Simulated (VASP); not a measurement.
# SiC (Moissanite 3C) (F-43m) in VASP: further runs, part 2 of 2

VASP 6.6.1.

### 3 Single point, PBEsol

This run uses another cell than the first one, of 10.25 Å³/atom, 0.991 times its volume.

INCAR

```
ALGO = Normal
EDIFF = 1E-6
ENCUT = 600
GGA = PS
GGA_COMPAT = False
ISIF = 2
ISMEAR = -1
LASPH = True
LCHARG = True
LELF = True
LREAL = False
LVHAR = True
LWAVE = False
NBANDS = 11
NELM = 120
PREC = Accurate
SIGMA = 0.05
```

KPOINTS

```
k-points
0
Gamma
  10 10 10
```

POSCAR

```
SiC
1.0
    0.0000000000      2.1720356003      2.1720356003
    2.1720356003      0.0000000000      2.1720356003
    2.1720356003      2.1720356003      0.0000000000
Si C
1 1
Direct
    0.0000000000      0.0000000000      0.0000000000
    0.7500000000      0.7500000000      0.7500000000
```

Potentials or basis: VASP PAW PBE potentials, release 64 (Si, C).

The run is started by

```bash
cat potpaw_PBE.64/Si/POTCAR potpaw_PBE.64/C/POTCAR > POTCAR
mpirun -np 1 vasp_std > vasp.out
```

It took 11 s on 1 thread of Intel Xeon Platinum 8488C (Sapphire Rapids), shared host; peak memory 0.15 GiB.

It converged, with:

- Free energy: -15.9146 eV
- Pressure: 2.2 GPa
- Band gap on the k mesh: 1.23 eV, indirect (least direct gap 4.45 eV)

Levels at points of the mesh, in eV from the valence-band top:
| k point | band 2 | band 3 | band 4 | band 5 | band 6 | band 7 |
| --- | --- | --- | --- | --- | --- | --- |
| (0.00, 0.00, 0.00) | 0.00 | 0.00 | 0.00 | 6.30 | 7.31 | 7.31 |
| (0.50, 0.00, 0.00) | -8.65 | -1.06 | -1.06 | 5.46 | 7.18 | 7.18 |
| (0.50, 0.50, 0.00) | -7.86 | -3.23 | -3.23 | 1.23 | 4.23 | 14.06 |

Caveat: the PAW data sets were made with another functional, which shifts forces and pressure a little.

### 4 Single point, PBEsol

This run uses another cell than the first one, of 10.12 Å³/atom, 0.979 times its volume.

INCAR

```
PREC = Accurate
ENCUT = 600
EDIFF = 1E-6
ISMEAR = -1
SIGMA = 0.05
LREAL = False
LASPH = True
NELM = 120
ALGO = Normal
ISIF = 2
LWAVE = False
LCHARG = False
GGA = PS
NBANDS = 11
GGA_COMPAT = False
```

KPOINTS

```
regular mesh
0
Gamma
  10 10 10
```

POSCAR

```
SiC
1.0
    0.0000000000      2.1627561847      2.1627561847
    2.1627561847      0.0000000000      2.1627561847
    2.1627561847      2.1627561847      0.0000000000
Si C
1 1
Direct
    0.0000000000      0.0000000000      0.0000000000
    0.7500000000      0.7500000000      0.7500000000
```

Potentials or basis: VASP PAW PBE potentials, release 64 (Si, C).

The run is started by

```bash
cat potpaw_PBE.64/Si/POTCAR potpaw_PBE.64/C/POTCAR > POTCAR
mpirun -np 1 vasp_std > vasp.out
```

OUTCAR:

```text
PREC = Accurate
   ENCUT = 600
   EDIFF = 1E-6
   ISMEAR = -1
   LREAL = False
   LASPH = True
   NELM = 120
   ISIF = 2
   GGA = PS

 ion  position               nearest neighbor table
   1  0.000  0.000  0.000-   2 1.87   2 1.87   2 1.87   2 1.87
   2  0.750  0.750  0.750-   1 1.87   1 1.87   1 1.87   1 1.87

  LATTYP: Found a face centered cubic cell.
 ALAT       =     4.3255123694

  Lattice vectors:

 A1 = (   0.0000000000,   2.1627561847,   2.1627561847)
 A2 = (   2.1627561847,   0.0000000000,   2.1627561847)
 A3 = (   2.1627561847,   2.1627561847,   0.0000000000)

Analysis of symmetry for initial positions (statically):
=====================================================================
 Subroutine PRICEL returns:
 Original cell was already a primitive cell.

 Routine SETGRP: Setting up the symmetry group for a
 face centered cubic supercell.

 Subroutine GETGRP returns: Found 24 space group operations
 (whereof 24 operations were pure point group operations)
 out of a pool of 48 trial point group operations.

The static configuration has the point symmetry T_d .

[... 168 lines left out ...]
      1      -7.2918      2.00000
      2       8.3101      1.99999
      3       8.3101      1.99999
      4       8.3101      1.99999
      5      14.7584      0.00000
      6      15.7094      0.00000
      7      15.7094      0.00000
      8      15.7094      0.00000
      9      22.8995      0.00000
     10      22.8995      0.00000
     11      24.9225      0.00000
[... 309 lines left out ...]
 k-point    24 :       0.4000    0.3000    0.0000
  band No.  band energies     occupation
      1      -4.0725      2.00000
      2       2.6981      2.00000
      3       5.0812      2.00000
      4       5.6286      2.00000
      5      11.0833      0.00000
      6      13.9150      0.00000
      7      20.1061      0.00000
      8      20.3857      0.00000
      9      22.2536      0.00000
     10      26.5331      0.00000
     11      29.8231      0.00000

 [... further k-points ...]

------------------------ aborting loop because EDIFF is reached ----------------------------------------

  FORCE on cell =-STRESS in cart. coord.  units (eV):
  Direction    XX          YY          ZZ          XY          YZ          ZX
  --------------------------------------------------------------------------------------
  -------------------------------------------------------------------------------------
  Total        0.6613525      0.6613525      0.6613525      0.0000000      0.0000000     -0.0000000
  in kB       52.3710052     52.3710052     52.3710052      0.0000000      0.0000000     -0.0000000
  external PRESSURE =      52.3710052 kB  Pullay stress =       0.0000000 kB

 VOLUME and BASIS-vectors are now :
 -----------------------------------------------------------------------------
  energy-cutoff  :      600.00
  volume of cell :       20.23
      direct lattice vectors                 reciprocal lattice vectors
     0.000000000  2.162756185  2.162756185    -0.231186485  0.231186485  0.231186485
     2.162756185  0.000000000  2.162756185     0.231186485 -0.231186485  0.231186485
     2.162756185  2.162756185  0.000000000     0.231186485  0.231186485 -0.231186485

 POSITION                                       TOTAL-FORCE (eV/Angst)
 -----------------------------------------------------------------------------------
      0.00000      0.00000      0.00000         0.000000      0.000000      0.000000
      3.24413      3.24413      3.24413        -0.000000     -0.000000     -0.000000
 -----------------------------------------------------------------------------------
    total drift:                               -0.000000     -0.000000     -0.000000

  FREE ENERGIE OF THE ION-ELECTRON SYSTEM (eV)
  ---------------------------------------------------
  free  energy   TOTEN  =       -15.9082446199 eV

  energy  without entropy=      -15.9082445541  energy(sigma->0) =      -15.90824459
```

It took 5.4 s on 1 thread of Intel Xeon Platinum 8488C (Sapphire Rapids), shared host; peak memory 0.13 GiB.

What came out:

```yaml
Free_energy: -15.9082 eV
Pressure: 5.2 GPa
Band_gap_on_the_k_mesh: 1.21 eV, indirect (least direct gap 4.47 eV)
```

Caveat: the PAW data sets were made with another functional, which shifts forces and pressure a little.

### 5 Overview

| cell | gap on the mesh (eV) | pressure (GPa) |
| --- | --- | --- |
| a = 3.081 Å, angles 60.0°, 2 atoms | 1.23 | 0.2 |
| a = 3.072 Å, angles 60.0°, 2 atoms | 1.23 | 2.2 |
| a = 3.059 Å, angles 60.0°, 2 atoms | 1.21 | 5.2 |

Alike in all rows: task single point; level PBEsol; potentials or basis VASP PAW PBE potentials, release 64 (Si, C); no spin polarisation; k mesh 10 × 10 × 10; cutoff (eV) 600; smearing fermi-dirac 0.05 eV.

Caveats: the PAW data sets were made with another functional, which shifts forces and pressure a little.

Absolute energies hang on the potentials; compare differences alone.

### 6 How close it comes

Step 2. A measured gap of SiC is 2.4 eV (indirect; quoted in “Insight into the structural, elastic and electronic properties of a new orthorhombic 6O-SiC polytype”, 2020, pmc:7200658); the calculated 1.23 eV misses it by -1.17 eV. The value is that of PBEsol on a finite k mesh, which can miss the band edges, without temperature or zero-point motion. Semilocal functionals fall short of measured gaps as a rule.

Step 3. Against the measured gap of SiC, 2.4 eV (indirect; quoted in “Insight into the structural, elastic and electronic properties of a new orthorhombic 6O-SiC polytype”, 2020, pmc:7200658), the calculated 1.23 eV is off by -1.17 eV. The value is that of PBEsol on a finite k mesh, which can miss the band edges, without temperature or zero-point motion. Semilocal functionals fall short of measured gaps as a rule.
